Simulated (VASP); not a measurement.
# PtSe2 (P-3m1) in VASP: notebook, part 2 of 2

VASP 6.6.1. Earlier steps stand in the parts before.

### 4 Electric field gradients, PBE

Input file INCAR:

```
SYSTEM = PtSe2
PREC = Accurate ; ENCUT = 520
EDIFF = 1E-8 ; ISMEAR = -1
SIGMA = 0.02 ; LREAL = .FALSE.
LASPH = .TRUE. ; NELM = 60
ALGO = Normal ; ISIF = 2
LWAVE = .FALSE. ; LCHARG = .FALSE.
GGA = PE ; LEFG = .TRUE.
NBANDS = 18
```

Input file KPOINTS:

```
regular mesh
0
G
  13 13 9
  0 0 0
```

Input file POSCAR:

```
PtSe2
1.0
    3.7278000000      0.0000000000      0.0000000000
   -1.8639000000      3.2283695002      0.0000000000
    0.0000000000      0.0000000000      5.0313000000
Pt Se
1 2
Direct
    0.0000000000      0.0000000000      0.0000000000
    0.3333333333      0.6666666667      0.2550000000
    0.6666666667      0.3333333333      0.7450000000
```

Potentials or basis: VASP PAW PBE potentials, release 64 (Pt, Se).

Launch:

```sh
$ cat potpaw_PBE.64/Pt/POTCAR potpaw_PBE.64/Se/POTCAR > POTCAR
$ mpirun -np 1 vasp_std > vasp.out
```

OUTCAR:

```text
SYSTEM = PtSe2
   PREC = Accurate
   ENCUT = 520
   EDIFF = 1E-8
   ISMEAR = -1
   LREAL = .FALSE.
   LASPH = .TRUE.
   NELM = 60
   ISIF = 2
   GGA = PE

 ion  position               nearest neighbor table
   1  0.000  0.000  0.000-   2 2.51   3 2.51   2 2.51   3 2.51   3 2.51   2 2.51
   2  0.333  0.667  0.255-   1 2.51   1 2.51   1 2.51
   3  0.667  0.333  0.745-   1 2.51   1 2.51   1 2.51

  LATTYP: Found a hexagonal cell.
 ALAT       =     3.7278000000
 C/A-ratio  =     1.3496700467

  Lattice vectors:

 A1 = (   3.7278000000,   0.0000000000,   0.0000000000)
 A2 = (  -1.8639000000,   3.2283695002,   0.0000000000)
 A3 = (   0.0000000000,   0.0000000000,   5.0313000000)

Analysis of symmetry for initial positions (statically):
=====================================================================
 Subroutine PRICEL returns:
 Original cell was already a primitive cell.

 Routine SETGRP: Setting up the symmetry group for a
 hexagonal supercell.

 Subroutine GETGRP returns: Found 12 space group operations
 (whereof 12 operations were pure point group operations)
 out of a pool of 24 trial point group operations.

The static configuration has the point symmetry D_3d.

Analysis of symmetry for dynamics (positions and initial velocities):
=====================================================================
 Subroutine PRICEL returns:
 Original cell was already a primitive cell.

 Routine SETGRP: Setting up the symmetry group for a
 hexagonal supercell.

 Subroutine GETGRP returns: Found 12 space group operations
 (whereof 12 operations were pure point group operations)
 out of a pool of 24 trial point group operations.

The dynamic configuration has the point symmetry D_3d.

 Subroutine INISYM returns: Found 12 space group operations
 (whereof 12 operations are pure point group operations),
 and found     1 'primitive' translations

----------------------------------------------------------------------------------------

                                     Primitive cell

  volume of cell :      60.5503

  direct lattice vectors                    reciprocal lattice vectors
     3.727800000  0.000000000  0.000000000     0.268254735  0.154876943  0.000000000
    -1.863900000  3.228369500  0.000000000     0.000000000  0.309753887  0.000000000
     0.000000000  0.000000000  5.031300000     0.000000000  0.000000000  0.198755789

  length of vectors
     3.727800000  3.727800000  5.031300000     0.309753887  0.309753887  0.198755789

  position of ions in fractional coordinates (direct lattice)
     0.000000000  0.000000000  0.000000000
     0.333333333  0.666666667  0.255000000
     0.666666667  0.333333333  0.745000000

  ion indices of the primitive-cell ions
   primitive index   ion index
                 1           1
                 2           2
                 3           3

[... 81 lines left out ...]
   PSTRESS=    0.0 pullay stress
   NELECT =      22.0000    total number of electrons
   NUPDOWN=      -1.0000    fix difference up-down
   EMIN   =  10.00;   EMAX   =-10.00  energy-range for DOS
   EFERMI =   0.00;   METHOD = LEGACY
   ISMEAR =    -1;   SIGMA  =   0.02  broadening in eV -4-tet -1-fermi 0-gaus
   EFERMI_NEDOS =   21; number of points for ismear=-14 and -15
   IALGO  =     38    algorithm
   IMIX   =      4    mixing-type and parameters
     AMIX     =   0.40;   BMIX     =  1.00
     AMIX_MAG =   1.60;   BMIX_MAG =  1.00
  volume/ion in A,a.u.               =      20.18       136.20
  Fermi-wavevector in a.u.,A,eV,Ry     =   1.168182  2.207543 18.567168  1.364648
  Thomas-Fermi vector in A             =   2.304672
   LORBIT       =      0    0 simple, 1 ext, 2 COOP (PROOUT), +10 PAW based schemes
   GGA     = PE    functional components
   LHFCALC =     F    Hartree Fock is set to
   AEXX    =    0.0000 exact exchange contribution
   IVDW    =     0    specifies the selected vdW correction
   LEPSILON=     F    determine dielectric tensor
   LRPA    =     F    only Hartree local field effects (RPA)
 non-spin polarized calculation
  energy-cutoff  :      520.00
  volume of cell :       60.55
 maximum number of plane-waves:      1645
   NGX = 13   NGY = 13   NGZ = 19

 number of electron      22.0000000 magnetization

 Free energy of the ion-electron system (eV)
  ---------------------------------------------------
  ext. energy  EPLUGINS =         0.00000000
  ---------------------------------------------------
  free energy    TOTEN  =       -14.20192970 eV

  energy without entropy =      -14.20072182  energy(sigma->0) =      -14.20132576

 E-fermi :   6.5789     XC(G=0): -10.6755

 val. band max:        6.5777385191   @ k =  -0.0769   0.3846   0.2222
 cond. band min:       6.5814223671   @ k =   0.0000   0.3077   0.2222
 fundamental gap:      0.0036838479
 Fermi energy:         6.5788738763

 k-point     1 :       0.0000    0.0000    0.0000
  band No.  band energies     occupation
      1      -9.1068      2.00000
      2      -6.2804      2.00000
      3      -0.6346      2.00000
      4       0.1883      2.00000
      5       0.1883      2.00000
      6       2.6001      2.00000
[... 481 lines left out ...]
      5       0.2825      2.00000
      6       2.4926      2.00000
[... 10 lines left out ...]
     17      14.2623      0.00000
     18      16.5755      0.00000

 [... further k-points ...]

------------------------ aborting loop because EDIFF is reached ----------------------------------------

  FORCE on cell =-STRESS in cart. coord.  units (eV):
  Direction    XX          YY          ZZ          XY          YZ          ZX
  --------------------------------------------------------------------------------------
  -------------------------------------------------------------------------------------
  Total        2.5282712      2.5282712      1.7637424      0.0000000     -0.0000000      0.0000000
  in kB       66.8987792     66.8987792     46.6691265      0.0000000     -0.0000000      0.0000000
  external PRESSURE =      60.1555617 kB  Pullay stress =       0.0000000 kB

 VOLUME and BASIS-vectors are now :
 -----------------------------------------------------------------------------
  energy-cutoff  :      520.00
  volume of cell :       60.55
      direct lattice vectors                 reciprocal lattice vectors
     3.727800000  0.000000000  0.000000000     0.268254735  0.154876943  0.000000000
    -1.863900000  3.228369500  0.000000000     0.000000000  0.309753887  0.000000000
     0.000000000  0.000000000  5.031300000     0.000000000  0.000000000  0.198755789

 POSITION                                       TOTAL-FORCE (eV/Angst)
 -----------------------------------------------------------------------------------
      0.00000      0.00000      0.00000        -0.000000      0.000000     -0.000000
     -0.00000      2.15225      1.28298        -0.000000      0.000000      0.322550
      1.86390      1.07612      3.74832         0.000000     -0.000000     -0.322550
 -----------------------------------------------------------------------------------
    total drift:                               -0.000000     -0.000000     -0.000000

  FREE ENERGIE OF THE ION-ELECTRON SYSTEM (eV)
  ---------------------------------------------------
  free  energy   TOTEN  =       -14.2019297024 eV

  energy  without entropy=      -14.2007218242  energy(sigma->0) =      -14.20132576

 Electric field gradients (V/A^2)
---------------------------------------------------------------------
 ion       V_xx      V_yy      V_zz      V_xy      V_xz      V_yz
---------------------------------------------------------------------
   1     -67.442   -67.443   134.885    -0.000    -0.000     0.000
   2      20.956    20.956   -41.913    -0.000     0.000    -0.000
   3      20.956    20.956   -41.913    -0.000     0.000    -0.000
---------------------------------------------------------------------

 Electric field gradients after diagonalization (V/A^2)
 (convention: |V_zz| > |V_xx| > |V_yy|)
----------------------------------------------------------------------
 ion       V_xx      V_yy      V_zz     asymmetry (V_yy - V_xx)/ V_zz
----------------------------------------------------------------------
   1     -67.443   -67.442   134.885       0.000
   2      20.957    20.956   -41.913       0.000
   3      20.957    20.956   -41.913       0.000
----------------------------------------------------------------------

           NMR quadrupolar parameters

 Cq : quadrupolar parameter    Cq=e*Q*V_zz/h
 eta: asymmetry parameters     (V_yy - V_xx)/ V_zz
 Q  : nuclear electric quadrupole moment in mb (millibarn)
----------------------------------------------------------------------
 ion       Cq(MHz)       eta       Q (mb)
----------------------------------------------------------------------
   1       0.326       0.000       1.000
   2      -0.101       0.000       1.000
   3      -0.101       0.000       1.000
----------------------------------------------------------------------
```

OSZICAR:

```text
N       E                     dE             d eps       ncg     rms          rms(c)
DAV:   1     0.111242106111E+03    0.11124E+03   -0.10170E+04  5860   0.108E+03
DAV:   2    -0.977725117957E+01   -0.12102E+03   -0.11719E+03  7076   0.211E+02
DAV:   3    -0.149367691998E+02   -0.51595E+01   -0.51086E+01  7142   0.435E+01
DAV:   4    -0.149791599222E+02   -0.42391E-01   -0.42355E-01  7196   0.415E+00
DAV:   5    -0.149795748522E+02   -0.41493E-03   -0.41491E-03  6904   0.410E-01    0.127E+01
DAV:   6    -0.144199594232E+02    0.55962E+00   -0.40781E+00  6006   0.185E+01    0.787E+00
DAV:   7    -0.142203819465E+02    0.19958E+00   -0.78453E-01  5942   0.879E+00    0.392E+00
DAV:   8    -0.142037147833E+02    0.16667E-01   -0.46803E-02  6406   0.158E+00    0.814E-01
DAV:   9    -0.142017417896E+02    0.19730E-02   -0.64542E-03  6586   0.775E-01    0.173E-01
DAV:  10    -0.142019277075E+02   -0.18592E-03   -0.10489E-03  6766   0.209E-01    0.440E-02
DAV:  11    -0.142019276538E+02    0.53759E-07   -0.48787E-05  7482   0.628E-02    0.249E-02
DAV:  12    -0.142019291632E+02   -0.15095E-05   -0.94963E-06  6264   0.213E-02    0.253E-03
DAV:  13    -0.142019295604E+02   -0.39717E-06   -0.76804E-07  7670   0.558E-03    0.167E-03
DAV:  14    -0.142019296197E+02   -0.59317E-07   -0.13520E-07  6346   0.269E-03    0.694E-04
DAV:  15    -0.142019296895E+02   -0.69774E-07   -0.13181E-08  5816   0.792E-04    0.168E-04
DAV:  16    -0.142019297037E+02   -0.14168E-07   -0.15412E-09  3532   0.282E-04    0.675E-05
DAV:  17    -0.142019297024E+02    0.12597E-08   -0.23956E-10  3226   0.104E-04
   1 F= -.14201930E+02 E0= -.14201326E+02  d E =-.120788E-02
```

stdout:

```text
POSCAR found type information on POSCAR PtSe
 POSCAR found :  2 types and       3 ions
 scaLAPACK will be used
 LDA part: xc-table for (Slater+PW92), standard interpolation
 POSCAR, INCAR and KPOINTS ok, starting setup
 FFT: planning ... GRIDC
 FFT: planning ... GRID_SOFT
 FFT: planning ... GRID
 WAVECAR not read
 entering main loop
ion   1

ion   2

ion   3
```

Wall time 4.2 min (1 thread of Intel Xeon 8259CL, shared host); peak memory 0.31 GiB.

Results:

```
Free energy                             : -14.2019 eV
Pressure                                : 6.0 GPa
Largest force                           : 0.323 eV/Å
Band gap on the k mesh                  : zero (bands 11 and 12 overlap by 0.56 eV)
Largest electric field gradient by atom : Pt +134.9; Se -41.9 V/Å²
```

Forces on the atoms (eV/Å):
```
Pt   0.000  0.000  0.000
Se   0.000  0.000  0.323
Se   0.000  0.000 -0.323
```

Electric field gradients, principal values (V/Å²):
```csv
atom,least,middle,greatest (by size)
1 Pt,-67.442,-67.443,134.885
2 Se,20.956,20.957,-41.913
3 Se,20.956,20.957,-41.913
```

Caveat: the cell stands under pressure; without QUAD_EFG the Cq values of the log hold for a quadrupole moment of 1 mb, not for the nuclei; spin-orbit coupling is left out, which moves the levels of the heavy elements.

### 5 Electric field gradients, LDA

Input file INCAR:

```
SYSTEM = PtSe2
ALGO = Normal
EDIFF = 1E-8
ENCUT = 520
GGA = CA
ISIF = 2
ISMEAR = -1
LASPH = .TRUE.
LCHARG = .FALSE.
LEFG = .TRUE.
LREAL = .FALSE.
LWAVE = .FALSE.
NBANDS = 18
NELM = 60
PREC = Accurate
SIGMA = 0.05
```

Input file KPOINTS:

```
k-points
0
G
  14 14 9
  0 0 0
```

Input file POSCAR:

```
PtSe2
1.0
    3.7278000000      0.0000000000      0.0000000000
   -1.8639000000      3.2283695002      0.0000000000
    0.0000000000      0.0000000000      5.0313000000
Pt Se
1 2
Direct
    0.0000000000      0.0000000000      0.0000000000
    0.3333333333      0.6666666667      0.2602149854
    0.6666666667      0.3333333333      0.7397850146
```

Potentials or basis: VASP PAW LDA potentials, release 64 (Pt, Se).

Launch:

```sh
$ cat potpaw_LDA.64/Pt/POTCAR potpaw_LDA.64/Se/POTCAR > POTCAR
$ mpirun -np 1 vasp_std > vasp.out
```

OUTCAR:

```text
SYSTEM = PtSe2
   EDIFF = 1E-8
   ENCUT = 520
   GGA = CA
   ISIF = 2
   ISMEAR = -1
   LASPH = .TRUE.
   LREAL = .FALSE.
   NELM = 60
   PREC = Accurate

 ion  position               nearest neighbor table
   1  0.000  0.000  0.000-   2 2.52   3 2.52   2 2.52   3 2.52   3 2.52   2 2.52
   2  0.333  0.667  0.260-   1 2.52   1 2.52   1 2.52
   3  0.667  0.333  0.740-   1 2.52   1 2.52   1 2.52

  LATTYP: Found a hexagonal cell.
 ALAT       =     3.7278000000
 C/A-ratio  =     1.3496700467

  Lattice vectors:

 A1 = (   3.7278000000,   0.0000000000,   0.0000000000)
 A2 = (  -1.8639000000,   3.2283695002,   0.0000000000)
 A3 = (   0.0000000000,   0.0000000000,   5.0313000000)

Analysis of symmetry for initial positions (statically):
=====================================================================
 Subroutine PRICEL returns:
 Original cell was already a primitive cell.

[... 700 lines left out ...]
     0.000000000  0.000000000  5.031300000     0.000000000  0.000000000  0.198755789

 POSITION                                       TOTAL-FORCE (eV/Angst)
 -----------------------------------------------------------------------------------
      0.00000      0.00000      0.00000         0.000000      0.000000      0.000000
     -0.00000      2.15225      1.30922        -0.000000      0.000000     -0.315513
      1.86390      1.07612      3.72208         0.000000      0.000000      0.315513
 -----------------------------------------------------------------------------------
    total drift:                               -0.000000     -0.000000      0.000000

  FREE ENERGIE OF THE ION-ELECTRON SYSTEM (eV)
  ---------------------------------------------------
  free  energy   TOTEN  =       -17.0617084307 eV

  energy  without entropy=      -17.0554282867  energy(sigma->0) =      -17.05856836

 Electric field gradients (V/A^2)
---------------------------------------------------------------------
 ion       V_xx      V_yy      V_zz      V_xy      V_xz      V_yz
---------------------------------------------------------------------
   1     -65.128   -65.129   130.257    -0.000    -0.000     0.000
   2      11.854    11.855   -23.709     0.000    -0.000     0.000
   3      11.854    11.855   -23.709     0.000    -0.000     0.000
---------------------------------------------------------------------

 Electric field gradients after diagonalization (V/A^2)
 (convention: |V_zz| > |V_xx| > |V_yy|)
----------------------------------------------------------------------
 ion       V_xx      V_yy      V_zz     asymmetry (V_yy - V_xx)/ V_zz
----------------------------------------------------------------------
   1     -65.129   -65.128   130.257       0.000
   2      11.855    11.854   -23.709       0.000
   3      11.855    11.854   -23.709       0.000
----------------------------------------------------------------------

           NMR quadrupolar parameters

 Cq : quadrupolar parameter    Cq=e*Q*V_zz/h
 eta: asymmetry parameters     (V_yy - V_xx)/ V_zz
 Q  : nuclear electric quadrupole moment in mb (millibarn)
----------------------------------------------------------------------
 ion       Cq(MHz)       eta       Q (mb)
----------------------------------------------------------------------
   1       0.315       0.000       1.000
   2      -0.057       0.000       1.000
   3      -0.057       0.000       1.000
----------------------------------------------------------------------
```

Run time: 4 min. Hardware: 1 thread of Intel Xeon 8259CL, shared host; peak memory 0.31 GiB.

What came out:

```yaml
Free_energy: -17.0617 eV
Pressure: -2.9 GPa
Largest_force: 0.316 eV/Å
Band_gap_on_the_k_mesh: zero (bands 11 and 12 overlap by 0.67 eV)
Largest_electric_field_gradient_by_atom: Pt +130.3; Se -23.7 V/Å²
```

Forces on the atoms (eV/Å):
```
Pt   0.000  0.000  0.000
Se   0.000  0.000 -0.316
Se   0.000  0.000  0.316
```

Electric field gradients, principal values (V/Å²):
```
atom    least   middle  greatest (by size)
1 Pt  -65.128  -65.129             130.257
2 Se   11.854   11.855             -23.709
3 Se   11.854   11.855             -23.709
```

Caveat: without QUAD_EFG the Cq values of the log hold for a quadrupole moment of 1 mb, not for the nuclei; spin-orbit coupling is left out, which moves the levels of the heavy elements.

### 6 Summary

| level | potentials or basis | cell | k mesh | smearing | gap on the mesh (eV) | pressure (GPa) | largest force (eV/Å) |
| --- | --- | --- | --- | --- | --- | --- | --- |
| PBEsol | VASP PAW PBE potentials, release 64 (Pt, Se) | as given, atomic positions A | 14 × 14 × 9 | fermi-dirac 0.05 eV | none | -0.7 | 0.21 |
| r2SCAN | VASP PAW PBE potentials, release 64 (Pt, Se) | as given, atomic positions A | 14 × 14 × 9 | fermi-dirac 0.05 eV | none | 2.1 | 0.23 |
| PBE | VASP PAW PBE potentials, release 64 (Pt, Se) | as given, atomic positions B | 13 × 13 × 9 | fermi-dirac 0.02 eV | none | 6.0 | 0.32 |
| LDA | VASP PAW LDA potentials, release 64 (Pt, Se) | as given, atomic positions A | 14 × 14 × 9 | fermi-dirac 0.05 eV | none | -2.9 | 0.32 |

Alike in all rows: task electric field gradients; no spin polarisation; cutoff (eV) 520.

Caveats: spin-orbit coupling is left out, which moves the levels of the heavy elements; the PAW data sets were made with another functional, which shifts forces and pressure a little (at least some runs); the cell stands under pressure (at least some runs).

Total energies depend on the potentials used, so only differences within one code and one set of settings carry meaning.
